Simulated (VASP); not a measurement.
# Li2S (Fm-3m) in VASP: a series of runs

Runs on Li2S. Level: PBE. Tasks: single point, relaxation of cell and atoms.

Program: VASP 6.6.1. These are calculated values, not measurements. Logs are shortened: lines on timing, memory, paths and dates and some standing lists are left out, and cuts for length are marked.

### Step 1. The cell of the first run

The structure is cubic, space group Fm-3m (No. 225). The conventional cell has a = 5.706 Å, b = 5.706 Å, c = 5.706 Å, α = 90.00°, β = 90.00°, γ = 90.00°. Li (site symmetry -43m) has 4 S at 2.47 Å and 6 Li at 2.85 Å within 3.3 Å. S (site symmetry m-3m) has 8 Li at 2.47 Å within 3.3 Å.

### Step 2. Single point, PBE

Contents of INCAR:

```
SYSTEM = Li2S
PREC = Accurate
ENCUT = 750
EDIFF = 1E-6
ISMEAR = 0
SIGMA = 0.01
LREAL = .False.
LASPH = .True.
NELM = 120
ALGO = Normal
ISIF = 2
LWAVE = .False.
LCHARG = .False.
GGA = PE
NBANDS = 13
GGA_COMPAT = .False.
```

Contents of KPOINTS:

```
Automatic mesh
0
Gamma
  6 6 6
  0 0 0
```

Contents of POSCAR:

```
Li2S
1.0
    0.0000000000      2.8528556614      2.8528556614
    2.8528556614      0.0000000000      2.8528556614
    2.8528556614      2.8528556614      0.0000000000
Li S
2 1
Direct
    0.2500000000      0.2500000000      0.2500000000
    0.7500000000      0.7500000000      0.7500000000
    0.0000000000      0.0000000000      0.0000000000
```

Potentials or basis: VASP PAW PBE potentials, release 64 (Li_sv, S).

The run is started by

```sh
cat potpaw_PBE.64/Li_sv/POTCAR potpaw_PBE.64/S/POTCAR > POTCAR
mpirun -np 1 vasp_std > vasp.out
```

OUTCAR:

```text
SYSTEM = Li2S
   PREC = Accurate
   ENCUT = 750
   EDIFF = 1E-6
   ISMEAR = 0
   LREAL = .False.
   LASPH = .True.
   NELM = 120
   ISIF = 2
   GGA = PE

 ion  position               nearest neighbor table
   1  0.250  0.250  0.250-   3 2.47   3 2.47   3 2.47   3 2.47
   2  0.750  0.750  0.750-   3 2.47   3 2.47   3 2.47   3 2.47
   3  0.000  0.000  0.000-   2 2.47   2 2.47   2 2.47   1 2.47   2 2.47   1 2.47   1 2.47   1 2.47

  LATTYP: Found a face centered cubic cell.
 ALAT       =     5.7057113228

  Lattice vectors:

 A1 = (   0.0000000000,   2.8528556614,   2.8528556614)
 A2 = (   2.8528556614,   0.0000000000,   2.8528556614)
 A3 = (   2.8528556614,   2.8528556614,   0.0000000000)

Analysis of symmetry for initial positions (statically):
=====================================================================
 Subroutine PRICEL returns:
 Original cell was already a primitive cell.

 Routine SETGRP: Setting up the symmetry group for a
 face centered cubic supercell.

 Subroutine GETGRP returns: Found 48 space group operations
 (whereof 48 operations were pure point group operations)
 out of a pool of 48 trial point group operations.

The static configuration has the point symmetry O_h .

Analysis of symmetry for dynamics (positions and initial velocities):
=====================================================================
 Subroutine PRICEL returns:
 Original cell was already a primitive cell.

 Routine SETGRP: Setting up the symmetry group for a
 face centered cubic supercell.

 Subroutine GETGRP returns: Found 48 space group operations
 (whereof 48 operations were pure point group operations)
 out of a pool of 48 trial point group operations.

The dynamic configuration has the point symmetry O_h .

 Subroutine INISYM returns: Found 48 space group operations
 (whereof 48 operations are pure point group operations),
 and found     1 'primitive' translations

----------------------------------------------------------------------------------------

                                     Primitive cell

  volume of cell :      46.4376

  direct lattice vectors                    reciprocal lattice vectors
     0.000000000  2.852855661  2.852855661    -0.175262985  0.175262985  0.175262985
     2.852855661  0.000000000  2.852855661     0.175262985 -0.175262985  0.175262985
     2.852855661  2.852855661  0.000000000     0.175262985  0.175262985 -0.175262985

  length of vectors
     4.034547168  4.034547168  4.034547168     0.303564395  0.303564395  0.303564395

  position of ions in fractional coordinates (direct lattice)
     0.250000000  0.250000000  0.250000000
     0.750000000  0.750000000  0.750000000
     0.000000000  0.000000000  0.000000000

  ion indices of the primitive-cell ions
   primitive index   ion index
                 1           1
                 2           2
                 3           3

----------------------------------------------------------------------------------------

 KPOINTS: Automatic mesh

Automatic generation of k-mesh.
 Grid dimensions read from file:
 generate k-points for:    6    6    6

 Generating k-lattice:

  Cartesian coordinates                     Fractional coordinates (reciprocal lattice)
    -0.029210498  0.029210498  0.029210498     0.166666667  0.000000000  0.000000000
     0.029210498 -0.029210498  0.029210498     0.000000000  0.166666667  0.000000000
     0.029210498  0.029210498 -0.029210498     0.000000000  0.000000000  0.166666667

  Length of vectors
     0.050594066  0.050594066  0.050594066

  Shift w.r.t. Gamma in fractional coordinates (k-lattice)
     0.000000000  0.000000000  0.000000000

 Subroutine IBZKPT returns following result:
 ===========================================

 Found     16 irreducible k-points:

 Following reciprocal coordinates:
            Coordinates               Weight
  0.000000  0.000000  0.000000      1.000000
  0.166667  0.000000  0.000000      8.000000
  0.333333  0.000000  0.000000      8.000000
  0.500000  0.000000  0.000000      4.000000
  0.166667  0.166667  0.000000      6.000000
  0.333333  0.166667  0.000000     24.000000
[... 8 lines left out ...]
 -0.333333  0.333333  0.166667     24.000000
 -0.333333  0.500000  0.166667     12.000000
   k-points           NKPTS =     16   k-points in BZ     NKDIM =     16   number of bands    NBANDS=     13
   number of dos      NEDOS =    301   number of ions     NIONS =      3
   total plane-waves  NPLWV =  46656
   dimension x,y,z NGX =    36 NGY =   36 NGZ =   36
   dimension x,y,z NGXF=    72 NGYF=   72 NGZF=   72
   ions per type =               2   1
   NGX,Y,Z   is equivalent  to a cutoff of  14.83, 14.83, 14.83 a.u.
   NGXF,Y,Z  is equivalent  to a cutoff of  29.67, 29.67, 29.67 a.u.
 SYSTEM =  Li2S
   PREC   = accura    normal or accurate (medium, high low for compatibility)
   ISTART =      0    job   : 0-new  1-cont  2-samecut
   ICHARG =      2    charge: 1-file 2-atom 10-const
   ISPIN  =      1    spin polarized calculation?
   LNONCOLLINEAR =      F non collinear calculations
   LSORBIT =      F    spin-orbit coupling
   LASPH  =      T    aspherical Exc in radial PAW
   ENCUT  =  750.0 eV  55.12 Ry    7.42 a.u.   9.01  9.01  9.01*2*pi/ulx,y,z
   NELM   =    120;   NELMIN=  2; NELMDL= -5     # of ELM steps
   EDIFF  = 0.1E-05   stopping-criterion for ELM
   LREAL  =      F    real-space projection
   EDIFFG = 0.1E-04   stopping-criterion for IOM
   NSW    =      0    number of steps for IOM
   IBRION =     -1    ionic relax: 0-MD 1-quasi-New 2-CG
   NFREE  =      0    steps in history (QN), initial steepest desc. (CG)
   ISIF   =      2    stress and relaxation
   ISYM   =      2    0-nonsym 1-usesym 2-fastsym
   POTIM  = 0.5000    time-step for ionic-motion
   TEBEG  =    0.0;   TEEND  =   0.0 temperature during run
   PSTRESS=    0.0 pullay stress
   NELECT =      12.0000    total number of electrons
   NUPDOWN=      -1.0000    fix difference up-down
   EMIN   =  10.00;   EMAX   =-10.00  energy-range for DOS
   EFERMI =   0.00;   METHOD = LEGACY
   ISMEAR =     0;   SIGMA  =   0.01  broadening in eV -4-tet -1-fermi 0-gaus
   EFERMI_NEDOS =   21; number of points for ismear=-14 and -15
   IALGO  =     38    algorithm
   IMIX   =      4    mixing-type and parameters
     AMIX     =   0.40;   BMIX     =  1.00
     AMIX_MAG =   1.60;   BMIX_MAG =  1.00
  volume/ion in A,a.u.               =      15.48       104.46
  Fermi-wavevector in a.u.,A,eV,Ry     =   1.042747  1.970505 14.793893  1.087320
  Thomas-Fermi vector in A             =   2.177425
   LORBIT       =      0    0 simple, 1 ext, 2 COOP (PROOUT), +10 PAW based schemes
   GGA     = PE    functional components
   LHFCALC =     F    Hartree Fock is set to
   AEXX    =    0.0000 exact exchange contribution
   IVDW    =     0    specifies the selected vdW correction
   LEPSILON=     F    determine dielectric tensor
   LRPA    =     F    only Hartree local field effects (RPA)
 non-spin polarized calculation
 Gauss-broadening in eV      SIGMA  =   0.01
  energy-cutoff  :      750.00
  volume of cell :       46.44
 maximum number of plane-waves:      2200
   NGX = 17   NGY = 17   NGZ = 17

 number of electron      11.9999999 magnetization

 Free energy of the ion-electron system (eV)
  ---------------------------------------------------
  ext. energy  EPLUGINS =         0.00000000
  ---------------------------------------------------
  free energy    TOTEN  =       -11.99484695 eV

  energy without entropy =      -11.99484695  energy(sigma->0) =      -11.99484695

 E-fermi :   1.4945     XC(G=0):  -8.4923

 val. band max:        1.4381035803   @ k =   0.0000   0.0000   0.0000
 cond. band min:       4.8307537936   @ k =   0.5000   0.5000   0.0000
 fundamental gap:      3.3926502133
 Fermi energy:         1.4945162969

 k-point     1 :       0.0000    0.0000    0.0000
  band No.  band energies     occupation
      1     -42.7410      2.00000
      2     -42.6991      2.00000
      3      -9.5759      2.00000
      4       1.4381      2.00000
      5       1.4381      2.00000
      6       1.4381      2.00000
      7       5.6872      0.00000
      8       7.6664      0.00000
      9       7.6664      0.00000
     10       7.6664      0.00000
     11      12.6072      0.00000
     12      12.6072      0.00000
     13      13.8454      0.00000

 k-point     2 :       0.1667    0.0000    0.0000
  band No.  band energies     occupation
      1     -42.7380      2.00000
      2     -42.7017      2.00000
      3      -9.4787      2.00000
      4       0.4905      2.00000
      5       1.2927      2.00000
      6       1.2927      2.00000
      7       6.3501      0.00000
      8       8.0382      0.00000
      9       8.0382      0.00000
     10       8.2618      0.00000
     11      11.3778      0.00000
     12      11.3778      0.00000
     13      14.0992      0.00000

 k-point     3 :       0.3333    0.0000    0.0000
  band No.  band energies     occupation
      1     -42.7299      2.00000
      2     -42.7090      2.00000
      3      -9.2646      2.00000
      4      -0.8636      2.00000
      5       1.0431      2.00000
      6       1.0431      2.00000
      7       7.1612      0.00000
      8       8.1895      0.00000
      9       8.1895      0.00000
     10       9.3696      0.00000
     11      11.8513      0.00000
     12      11.8513      0.00000
     13      14.7853      0.00000
[... 177 lines left out ...]
 k-point    15 :      -0.3333    0.3333    0.1667
  band No.  band energies     occupation
      1     -42.7191      2.00000
      2     -42.7191      2.00000
      3      -9.0446      2.00000
      4      -0.9066      2.00000
      5      -0.1023      2.00000
      6       0.2715      2.00000
      7       7.0821      0.00000
      8       8.3289      0.00000
      9      10.4096      0.00000
     10      10.8917      0.00000
     11      11.1816      0.00000
     12      13.1455      0.00000
     13      14.7363      0.00000

 k-point    16 :      -0.3333    0.5000    0.1667
  band No.  band energies     occupation
      1     -42.7225      2.00000
      2     -42.7155      2.00000
      3      -9.0121      2.00000
      4      -0.5555      2.00000
      5      -0.2311      2.00000
      6      -0.1855      2.00000
      7       6.1142      0.00000
      8       9.3563      0.00000
      9       9.7776      0.00000
     10      11.4815      0.00000
     11      12.8861      0.00000
     12      13.8047      0.00000
     13      14.0239      0.00000

------------------------ aborting loop because EDIFF is reached ----------------------------------------

  FORCE on cell =-STRESS in cart. coord.  units (eV):
  Direction    XX          YY          ZZ          XY          YZ          ZX
  --------------------------------------------------------------------------------------
  -------------------------------------------------------------------------------------
  Total       -0.0363193     -0.0363193     -0.0363193     -0.0000000     -0.0000000     -0.0000000
  in kB       -1.2530784     -1.2530784     -1.2530784     -0.0000000     -0.0000000     -0.0000000
  external PRESSURE =      -1.2530784 kB  Pullay stress =       0.0000000 kB

 VOLUME and BASIS-vectors are now :
 -----------------------------------------------------------------------------
  energy-cutoff  :      750.00
  volume of cell :       46.44
      direct lattice vectors                 reciprocal lattice vectors
     0.000000000  2.852855661  2.852855661    -0.175262985  0.175262985  0.175262985
     2.852855661  0.000000000  2.852855661     0.175262985 -0.175262985  0.175262985
     2.852855661  2.852855661  0.000000000     0.175262985  0.175262985 -0.175262985

 POSITION                                       TOTAL-FORCE (eV/Angst)
 -----------------------------------------------------------------------------------
      1.42643      1.42643      1.42643        -0.000000     -0.000000     -0.000000
      4.27928      4.27928      4.27928         0.000000      0.000000      0.000000
      0.00000      0.00000      0.00000         0.000000      0.000000      0.000000
 -----------------------------------------------------------------------------------
    total drift:                                0.000000      0.000000      0.000000

  FREE ENERGIE OF THE ION-ELECTRON SYSTEM (eV)
  ---------------------------------------------------
  free  energy   TOTEN  =       -11.9948469480 eV

  energy  without entropy=      -11.9948469480  energy(sigma->0) =      -11.99484695
```

Wall time 20 s (1 thread of Intel Xeon Platinum 8559C (Emerald Rapids), shared host); peak memory 0.19 GiB.

Results:

```yaml
Free_energy: -11.9948 eV
Pressure: -0.1 GPa
Band_gap_on_the_k_mesh: 3.39 eV (least direct gap 4.25 eV)
```

### Step 3. Relaxation of cell and atoms, PBE

This run uses another cell than the first one, of 15.34 Å³/atom.

Contents of INCAR:

```
PREC = Accurate
ENCUT = 750
EDIFF = 1E-7
ISMEAR = 0
SIGMA = 0.01
LREAL = F
LASPH = T
NELM = 120
ALGO = Normal
ISIF = 3
LWAVE = F
LCHARG = F
GGA = PE
IBRION = 2
NSW = 80
EDIFFG = -0.03
GGA_COMPAT = F
NELMIN = 4
```

Contents of KPOINTS:

```
regular mesh
0
Gamma
  6 6 6
```

Contents of POSCAR:

```
Li2S
1.0
    0.0000000000      2.8445000000      2.8445000000
    2.8445000000      0.0000000000      2.8445000000
    2.8445000000      2.8445000000      0.0000000000
Li S
2 1
Direct
    0.2500000000      0.2500000000      0.2500000000
    0.7500000000      0.7500000000      0.7500000000
    0.0000000000      0.0000000000      0.0000000000
```

Potentials or basis: VASP PAW PBE potentials, release 64 (Li_sv, S).

The run is started by

```sh
cat potpaw_PBE.64/Li_sv/POTCAR potpaw_PBE.64/S/POTCAR > POTCAR
mpirun -np 1 vasp_std > vasp.out
```

It took 13 s on 1 thread of Intel Xeon Platinum 8559C (Emerald Rapids), shared host; peak memory 0.19 GiB.

The run converged. Its results:

- Free energy: -11.9945 eV
- Pressure after relaxing: 0.2 GPa
- Band gap on the k mesh: 3.39 eV (least direct gap 4.29 eV)

Final structure:
```cif
data_structure
_symmetry_space_group_name_H-M 'P 1'
_symmetry_Int_Tables_number 1
_cell_length_a 4.0227
_cell_length_b 4.0227
_cell_length_c 4.0227
_cell_angle_alpha 60.000
_cell_angle_beta 60.000
_cell_angle_gamma 60.000
_cell_volume 46.03
loop_
_atom_site_label
_atom_site_type_symbol
_atom_site_fract_x
_atom_site_fract_y
_atom_site_fract_z
_atom_site_occupancy
Li1 Li 0.25000 0.25000 0.25000 1
Li2 Li 0.75000 0.75000 0.75000 1
S1 S 0.00000 0.00000 0.00000 1
```

Levels at points of the mesh, in eV from the valence-band top:
```
           k point  band 3  band 4  band 5  band 6  band 7  band 8  band 9  band 10
(0.00, 0.00, 0.00)  -11.04    0.00    0.00    0.00    4.29    6.23    6.23     6.23
(0.50, 0.00, 0.00)  -10.60   -2.89   -0.51   -0.51    6.13    6.58    6.58     8.44
(0.50, 0.50, 0.00)  -10.47   -2.18   -1.43   -1.43    3.39    7.10   11.13    11.13
```

Caveat: the relaxation stopped at its first step, so nothing moved. A k mesh can miss the band edges.

(Continued in part 2 of 3.)
